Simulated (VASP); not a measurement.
# WC (P-6m2) in VASP: further runs

WC is run at these levels: PBEsol; tasks: electric field gradients.

Program: VASP 6.6.1. These are calculated values, not measurements. Logs are shortened: lines on timing, memory, paths and dates and some standing lists are left out, and cuts for length are marked.

## 1. The cell of the first run

It takes space group P-6m2 (No. 187, hexagonal). Conventional cell: a = 2.957 Å, b = 2.957 Å, c = 2.884 Å, α = 90.00°, β = 90.00°, γ = 120.00°. Within 3.0 Å of W (site symmetry -6m2) lie 6 C at 2.24 Å and 8 W at 2.88 to 2.96 Å. Within 3.0 Å of C (site symmetry -6m2) lie 6 W at 2.24 Å and 8 C at 2.88 to 2.96 Å.

## 2. Electric field gradients, PBEsol (volume scaled by 1.06)

Contents of INCAR:

```
  ALGO = Normal
  EDIFF = 1E-8
  ENCUT = 520
  GGA = PS
  ISIF = 2
  ISMEAR = -1
  LASPH = True
  LCHARG = False
  LEFG = True
  LREAL = False
  LWAVE = False
  NBANDS = 16
  NELM = 60
  PREC = Accurate
  SIGMA = 0.05
```

Contents of KPOINTS:

```
k-points
0
Gamma
  13 13 12
```

Contents of POSCAR:

```
WC
1.0
    2.9573884556      0.0000000000      0.0000000000
   -1.4786942278      2.5611735314      0.0000000000
    0.0000000000      0.0000000000      2.8844846746
W C
1 1
Direct
    0.0000000000      0.0000000000      0.0000000000
    0.6666666667      0.3333333333      0.5000000000
```

Potentials or basis: VASP PAW PBE potentials, release 64 (W_sv, C).

Run with:

```console
$ cat potpaw_PBE.64/W_sv/POTCAR potpaw_PBE.64/C/POTCAR > POTCAR
$ mpirun -np 1 vasp_std > vasp.out
```

OUTCAR:

```text
EDIFF = 1E-8
   ENCUT = 520
   GGA = PS
   ISIF = 2
   ISMEAR = -1
   LASPH = True
   LREAL = False
   NELM = 60
   PREC = Accurate

 ion  position               nearest neighbor table
   1  0.000  0.000  0.000-   2 2.24   2 2.24   2 2.24   2 2.24   2 2.24   2 2.24
   2  0.667  0.333  0.500-   1 2.24   1 2.24   1 2.24   1 2.24   1 2.24   1 2.24

  LATTYP: Found a hexagonal cell.
 ALAT       =     2.9573884556
 C/A-ratio  =     0.9753485949

  Lattice vectors:

 A1 = (   2.9573884556,   0.0000000000,   0.0000000000)
 A2 = (  -1.4786942278,   2.5611735314,   0.0000000000)
 A3 = (   0.0000000000,   0.0000000000,   2.8844846746)

Analysis of symmetry for initial positions (statically):
=====================================================================
 Subroutine PRICEL returns:
 Original cell was already a primitive cell.

 Routine SETGRP: Setting up the symmetry group for a
 hexagonal supercell.

 Subroutine GETGRP returns: Found 12 space group operations
 (whereof 12 operations were pure point group operations)
 out of a pool of 24 trial point group operations.

The static configuration has the point symmetry D_3h.

Analysis of symmetry for dynamics (positions and initial velocities):
=====================================================================
 Subroutine PRICEL returns:
 Original cell was already a primitive cell.

 Routine SETGRP: Setting up the symmetry group for a
 hexagonal supercell.

 Subroutine GETGRP returns: Found 12 space group operations
 (whereof 12 operations were pure point group operations)
 out of a pool of 24 trial point group operations.

The dynamic configuration has the point symmetry D_3h.

 Subroutine INISYM returns: Found 12 space group operations
 (whereof 12 operations are pure point group operations),
 and found     1 'primitive' translations

----------------------------------------------------------------------------------------

                                     Primitive cell

  volume of cell :      21.8482

  direct lattice vectors                    reciprocal lattice vectors
     2.957388456  0.000000000  0.000000000     0.338136168  0.195223008  0.000000000
    -1.478694228  2.561173531  0.000000000     0.000000000  0.390446015  0.000000000
     0.000000000  0.000000000  2.884484675     0.000000000  0.000000000  0.346682376

  length of vectors
     2.957388456  2.957388456  2.884484675     0.390446015  0.390446015  0.346682376

  position of ions in fractional coordinates (direct lattice)
     0.000000000  0.000000000  0.000000000
     0.666666667  0.333333333  0.500000000

  ion indices of the primitive-cell ions
   primitive index   ion index
                 1           1
                 2           2

----------------------------------------------------------------------------------------

 KPOINTS: k-points

Automatic generation of k-mesh.
 Grid dimensions read from file:
 generate k-points for:   13   13   12

 Generating k-lattice:

  Cartesian coordinates                     Fractional coordinates (reciprocal lattice)
     0.026010474  0.015017154  0.000000000     0.076923077  0.000000000  0.000000000
     0.000000000  0.030034309  0.000000000     0.000000000  0.076923077  0.000000000
     0.000000000  0.000000000  0.028890198     0.000000000  0.000000000  0.083333333

  Length of vectors
     0.030034309  0.030034309  0.028890198

  Shift w.r.t. Gamma in fractional coordinates (k-lattice)
     0.000000000  0.000000000  0.000000000

 Subroutine IBZKPT returns following result:
 ===========================================

 Found    147 irreducible k-points:

 Following reciprocal coordinates:
            Coordinates               Weight
  0.000000  0.000000  0.000000      1.000000
  0.076923 -0.000000  0.000000      6.000000
  0.153846  0.000000  0.000000      6.000000
  0.230769 -0.000000  0.000000      6.000000
  0.307692  0.000000  0.000000      6.000000
  0.384615  0.000000  0.000000      6.000000
[... 16 lines left out ...]
  0.076923 -0.000000  0.083333     12.000000
  0.153846  0.000000  0.083333     12.000000
 [... further k-points ...]
   k-points           NKPTS =    147   k-points in BZ     NKDIM =    147   number of bands    NBANDS=     16
   number of dos      NEDOS =    301   number of ions     NIONS =      2
   total plane-waves  NPLWV =  13824
   dimension x,y,z NGX =    24 NGY =   24 NGZ =   24
   dimension x,y,z NGXF=    48 NGYF=   48 NGZF=   48
   ions per type =               1   1
   NGX,Y,Z   is equivalent  to a cutoff of  13.49, 13.49, 13.83 a.u.
   NGXF,Y,Z  is equivalent  to a cutoff of  26.98, 26.98, 27.66 a.u.
 SYSTEM =  unknown system
   PREC   = accura    normal or accurate (medium, high low for compatibility)
   ISTART =      0    job   : 0-new  1-cont  2-samecut
   ICHARG =      2    charge: 1-file 2-atom 10-const
   ISPIN  =      1    spin polarized calculation?
   LNONCOLLINEAR =      F non collinear calculations
   LSORBIT =      F    spin-orbit coupling
   LASPH  =      T    aspherical Exc in radial PAW
   ENCUT  =  520.0 eV  38.22 Ry    6.18 a.u.   5.50  5.50  5.36*2*pi/ulx,y,z
   NELM   =     60;   NELMIN=  2; NELMDL= -5     # of ELM steps
   EDIFF  = 0.1E-07   stopping-criterion for ELM
   LREAL  =      F    real-space projection
   EDIFFG = 0.1E-06   stopping-criterion for IOM
   NSW    =      0    number of steps for IOM
   IBRION =     -1    ionic relax: 0-MD 1-quasi-New 2-CG
   NFREE  =      0    steps in history (QN), initial steepest desc. (CG)
   ISIF   =      2    stress and relaxation
   ISYM   =      2    0-nonsym 1-usesym 2-fastsym
   POTIM  = 0.5000    time-step for ionic-motion
   TEBEG  =    0.0;   TEEND  =   0.0 temperature during run
   PSTRESS=    0.0 pullay stress
   NELECT =      18.0000    total number of electrons
   NUPDOWN=      -1.0000    fix difference up-down
   EMIN   =  10.00;   EMAX   =-10.00  energy-range for DOS
   EFERMI =   0.00;   METHOD = LEGACY
   ISMEAR =    -1;   SIGMA  =   0.05  broadening in eV -4-tet -1-fermi 0-gaus
   EFERMI_NEDOS =   21; number of points for ismear=-14 and -15
   IALGO  =     38    algorithm
   IMIX   =      4    mixing-type and parameters
     AMIX     =   0.40;   BMIX     =  1.00
     AMIX_MAG =   1.60;   BMIX_MAG =  1.00
  volume/ion in A,a.u.               =      10.92        73.72
  Fermi-wavevector in a.u.,A,eV,Ry     =   1.534713  2.900187 32.046394  2.355344
  Thomas-Fermi vector in A             =   2.641602
   LORBIT       =      0    0 simple, 1 ext, 2 COOP (PROOUT), +10 PAW based schemes
   GGA     = PS    functional components
   LHFCALC =     F    Hartree Fock is set to
   AEXX    =    0.0000 exact exchange contribution
   IVDW    =     0    specifies the selected vdW correction
   LEPSILON=     F    determine dielectric tensor
   LRPA    =     F    only Hartree local field effects (RPA)
 non-spin polarized calculation
  energy-cutoff  :      520.00
  volume of cell :       21.85
 maximum number of plane-waves:       605
 NGX is ok and might be reduce to    24
   NGX = 11   NGY = 11   NGZ = 11

 number of electron      18.0000000 magnetization

 Free energy of the ion-electron system (eV)
  ---------------------------------------------------
  ext. energy  EPLUGINS =         0.00000000
  ---------------------------------------------------
  free energy    TOTEN  =       -23.81982085 eV

  energy without entropy =      -23.81683444  energy(sigma->0) =      -23.81832765

 E-fermi :  10.2054     XC(G=0): -13.6452

 val. band max:       10.1811216219   @ k =   0.3077   0.2308   0.0000
 cond. band min:      10.2135991401   @ k =   0.4615   0.0769   0.5000
 fundamental gap:      0.0324775182
 Fermi energy:        10.2054292200

 k-point     1 :       0.0000    0.0000    0.0000
  band No.  band energies     occupation
      1     -63.8371      2.00000
      2     -27.8198      2.00000
      3     -27.7353      2.00000
      4     -27.7353      2.00000
      5      -3.8230      2.00000
      6       6.1673      2.00000
[... 8 lines left out ...]
     15      24.0244      0.00000
     16      26.4413      0.00000

 k-point     2 :       0.0769   -0.0000    0.0000
  band No.  band energies     occupation
      1     -63.8344      2.00000
      2     -27.8146      2.00000
      3     -27.7760      2.00000
      4     -27.7446      2.00000
      5      -3.6768      2.00000
      6       6.2068      2.00000
[... 8 lines left out ...]
     15      23.7538      0.00000
     16      26.7506      0.00000

 k-point     3 :       0.1538    0.0000    0.0000
  band No.  band energies     occupation
      1     -63.8271      2.00000
      2     -27.8875      2.00000
      3     -27.8002      2.00000
      4     -27.7703      2.00000
      5      -3.2588      2.00000
      6       5.8984      2.00000
[... 8 lines left out ...]
     15      23.4700      0.00000
     16      27.6112      0.00000

 k-point     4 :       0.2308   -0.0000    0.0000
  band No.  band energies     occupation
      1     -63.8169      2.00000
      2     -28.0417      2.00000
      3     -27.8063      2.00000
      4     -27.7798      2.00000
      5      -2.6279      2.00000
      6       5.1578      2.00000
[... 8 lines left out ...]
     15      23.6658      0.00000
     16      27.9947      0.00000

 k-point     5 :       0.3077    0.0000    0.0000
  band No.  band energies     occupation
      1     -63.8060      2.00000
      2     -28.2016      2.00000
      3     -27.8442      2.00000
      4     -27.7581      2.00000
      5      -1.8799      2.00000
      6       4.4196      2.00000
[... 8 lines left out ...]
     15      24.4061      0.00000
     16      26.6741      0.00000

 k-point     6 :       0.3846    0.0000    0.0000
  band No.  band energies     occupation
      1     -63.7970      2.00000
      2     -28.3314      2.00000
      3     -27.8755      2.00000
      4     -27.7400      2.00000
      5      -1.1585      2.00000
      6       3.8214      2.00000
[... 8 lines left out ...]
     15      23.8171      0.00000
     16      26.5689      0.00000
[... 267 lines left out ...]
 k-point    21 :       0.3077    0.3077    0.0000
  band No.  band energies     occupation
      1     -63.7860      2.00000
      2     -28.2610      2.00000
      3     -28.1515      2.00000
      4     -27.7180      2.00000
      5       0.0085      2.00000
      6       3.8702      2.00000
[... 8 lines left out ...]
     15      24.7901      0.00000
     16      25.6917      0.00000

 k-point    22 :       0.0000    0.0000    0.0833
  band No.  band energies     occupation
      1     -63.8349      2.00000
      2     -27.8634      2.00000
      3     -27.7315      2.00000
      4     -27.7315      2.00000
      5      -3.6639      2.00000
      6       6.0675      2.00000
[... 8 lines left out ...]
     15      24.3991      0.00000
     16      26.4948      0.00000

 k-point    23 :       0.0769   -0.0000    0.0833
  band No.  band energies     occupation
      1     -63.8323      2.00000
      2     -27.8582      2.00000
      3     -27.7720      2.00000
      4     -27.7408      2.00000
      5      -3.5212      2.00000
      6       6.1366      2.00000
[... 8 lines left out ...]
     15      23.9449      0.00000
     16      26.7666      0.00000

 k-point    24 :       0.1538    0.0000    0.0833
  band No.  band energies     occupation
      1     -63.8250      2.00000
      2     -27.8840      2.00000
      3     -27.8423      2.00000
      4     -27.7664      2.00000
      5      -3.1138      2.00000
      6       5.9615      2.00000
[... 8 lines left out ...]
     15      23.4161      0.00000
     16      27.5393      0.00000

 [... further k-points ...]
[... 5 lines left out ...]
  --------------------------------------------------------------------------------------
  -------------------------------------------------------------------------------------
  Total       -2.6777297     -2.6777297     -3.1277419      0.0000000      0.0000000      0.0000000
  in kB     -196.3639241   -196.3639241   -229.3643296      0.0000000      0.0000000      0.0000000
  external PRESSURE =    -207.3640592 kB  Pullay stress =       0.0000000 kB

 VOLUME and BASIS-vectors are now :
 -----------------------------------------------------------------------------
  energy-cutoff  :      520.00
  volume of cell :       21.85
      direct lattice vectors                 reciprocal lattice vectors
     2.957388456  0.000000000  0.000000000     0.338136168  0.195223008  0.000000000
    -1.478694228  2.561173531  0.000000000     0.000000000  0.390446015  0.000000000
     0.000000000  0.000000000  2.884484675     0.000000000  0.000000000  0.346682376

 POSITION                                       TOTAL-FORCE (eV/Angst)
 -----------------------------------------------------------------------------------
      0.00000      0.00000      0.00000         0.000000     -0.000000      0.000000
      1.47869      0.85372      1.44224        -0.000000      0.000000      0.000000
 -----------------------------------------------------------------------------------
    total drift:                               -0.000000      0.000000      0.000000

  FREE ENERGIE OF THE ION-ELECTRON SYSTEM (eV)
  ---------------------------------------------------
  free  energy   TOTEN  =       -23.8198208506 eV

  energy  without entropy=      -23.8168344405  energy(sigma->0) =      -23.81832765

 Electric field gradients (V/A^2)
---------------------------------------------------------------------
 ion       V_xx      V_yy      V_zz      V_xy      V_xz      V_yz
---------------------------------------------------------------------
   1      62.365    62.366  -124.731     0.000    -0.000     0.000
   2       0.073     0.073    -0.146     0.000    -0.000    -0.000
---------------------------------------------------------------------

 Electric field gradients after diagonalization (V/A^2)
 (convention: |V_zz| > |V_xx| > |V_yy|)
----------------------------------------------------------------------
 ion       V_xx      V_yy      V_zz     asymmetry (V_yy - V_xx)/ V_zz
----------------------------------------------------------------------
   1      62.366    62.365  -124.731       0.000
   2       0.073     0.072    -0.146       0.005
----------------------------------------------------------------------

           NMR quadrupolar parameters

 Cq : quadrupolar parameter    Cq=e*Q*V_zz/h
 eta: asymmetry parameters     (V_yy - V_xx)/ V_zz
 Q  : nuclear electric quadrupole moment in mb (millibarn)
----------------------------------------------------------------------
 ion       Cq(MHz)       eta       Q (mb)
----------------------------------------------------------------------
   1      -0.302       0.000       1.000
   2      -0.000       0.005       1.000
----------------------------------------------------------------------
```

Wall time 18 s (1 thread of Intel Xeon 6975P-C (Granite Rapids), shared host); peak memory 0.17 GiB.

Results:

| Item | Value |
| --- | --- |
| Free energy | -23.8198 eV |
| Pressure | -20.7 GPa |
| Band gap on the k mesh | zero (band 9 reaches 10.86 eV, above the bottom of band 10 at 9.67 eV) |

Stress tensor (GPa, compression positive):
```
-19.64   0.00   0.00
  0.00 -19.64   0.00
  0.00   0.00 -22.94
```

Levels at points of the mesh, in eV from the Fermi level:
```tsv
k point	band 7	band 8	band 9	band 10	band 11	band 12
(0.00, 0.00, 0.00)	-3.12	-3.12	0.12	3.00	3.00	5.38
(0.00, 0.00, 0.50)	-1.87	-1.87	-0.54	-0.54	3.49	4.39
```

Electric field gradients, principal values (V/Å²):
| atom | least | middle | greatest (by size) |
| --- | --- | --- | --- |
| 1 W | 62.365 | 62.366 | -124.731 |
| 2 C | 0.072 | 0.073 | -0.146 |

Caveat: without QUAD_EFG the Cq values of the log hold for a quadrupole moment of 1 mb, not for the nuclei; the PAW data sets were made with another functional, which shifts forces and pressure a little; spin-orbit coupling is left out, which moves the levels of the heavy elements.

(Part 1 of 3 ends here.)
